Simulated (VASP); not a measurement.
# Ta32F (a cell with a defect): single point with PBE

Ta32F (a cell with a defect):

```
CELL_PARAMETERS angstrom
0.00000 6.64148 6.64148
6.64148 0.00000 6.64148
6.64148 6.64148 0.00000
ATOMIC_POSITIONS crystal
Ta 0.00079 0.00014 0.99988
Ta 0.12508 0.12492 0.12448
Ta 0.25094 0.24564 0.24523
Ta 0.40171 0.34825 0.34798
Ta 0.99510 0.00824 0.50104
Ta 0.12666 0.12597 0.62285
Ta 0.24973 0.24222 0.75791
Ta 0.37291 0.37702 0.87410
Ta 0.99504 0.50143 0.00799
Ta 0.12650 0.62347 0.12564
Ta 0.24960 0.75830 0.24187
Ta 0.37282 0.87458 0.37675
Ta 0.99162 0.50036 0.49980
Ta 0.09772 0.65214 0.65199
Ta 0.24849 0.75489 0.75449
Ta 0.37437 0.87561 0.87518
Ta 0.49868 0.00026 0.99978
Ta 0.63257 0.11747 0.11685
Ta 0.75779 0.24560 0.24518
Ta 0.87437 0.37554 0.37520
Ta 0.50437 0.99218 0.49859
Ta 0.62390 0.12606 0.62296
Ta 0.74966 0.25131 0.74871
Ta 0.87535 0.37715 0.87417
Ta 0.50429 0.49904 0.99184
Ta 0.62399 0.62332 0.12555
Ta 0.74981 0.74920 0.25085
Ta 0.87548 0.87450 0.37658
Ta 0.50771 0.50019 0.49996
Ta 0.62500 0.62496 0.62448
Ta 0.74164 0.75489 0.75443
Ta 0.86680 0.88316 0.88266
F 0.24941 0.50064 0.49961
```

```json
{
  "Program": "VASP 6.6.1",
  "Task": "single point",
  "Functional": "PBE",
  "Potentials or basis": "VASP PAW PBE potentials, release 64 (Ta_pv, F)",
  "Cutoff": "520 eV",
  "k mesh": "1 × 1 × 1",
  "Occupations": "methfessel-paxton, width 0.1 eV",
  "Spin": "no spin polarisation",
  "Dipole correction": "no",
  "Further INCAR settings": "LREAL = Auto; ALGO = Normal; EDIFF = 1e-07; NBANDS = 202"
}
```

* Pressure: -6.1 GPa
* Largest force: 0.056 eV/Å

Forces on the atoms (eV/Å):
```
Ta   0.003 -0.005  0.007
Ta  -0.009  0.002 -0.005
Ta  -0.002 -0.002 -0.001
Ta  -0.051 -0.005  0.000
Ta   0.003 -0.002  0.003
Ta   0.000  0.002 -0.005
Ta  -0.002  0.004 -0.010
Ta   0.015 -0.004  0.002
Ta  -0.001 -0.001  0.004
Ta  -0.015  0.003 -0.003
Ta  -0.004 -0.002  0.013
Ta   0.002 -0.002 -0.001
Ta  -0.004 -0.002 -0.011
Ta   0.056 -0.005  0.002
Ta   0.001  0.004 -0.001
Ta   0.009 -0.001 -0.002
Ta   0.002 -0.003 -0.005
Ta  -0.011  0.005 -0.004
Ta   0.001  0.002 -0.002
Ta   0.012 -0.003  0.004
Ta   0.002 -0.002  0.004
Ta  -0.012  0.006 -0.001
Ta   0.002  0.004  0.005
Ta   0.002 -0.001  0.003
Ta   0.000 -0.002  0.003
Ta  -0.002  0.002  0.000
Ta   0.001 -0.004 -0.008
Ta   0.015  0.003  0.000
Ta  -0.003  0.001  0.012
Ta  -0.012  0.005 -0.003
Ta   0.002  0.001 -0.002
Ta   0.009  0.001  0.001
F   -0.010  0.000  0.001
```

Stress tensor (GPa, compression positive):
```
-4.33  0.00  0.00
 0.00 -6.93  0.00
 0.00  0.00 -7.00
```

Levels at points of the mesh, in eV from the Fermi level:
```tsv
k point	band 177	band 178	band 179	band 180	band 181	band 182	band 183	band 184
(0.00, 0.00, 0.00)	-0.76	-0.69	-0.03	-0.03	0.45	0.56	0.70	0.71
```

It took 4.1 min on 1 thread of AMD EPYC 9R14 (Zen 4), with other jobs on the host, peak memory 0.64 GiB.

Caveat: the k points lie up to 0.82 Å⁻¹ apart; spin-orbit coupling is left out, which moves the levels of the heavy elements; an odd number of electrons without spin polarisation forces a metal; a magnetic or distorted state may lie lower.
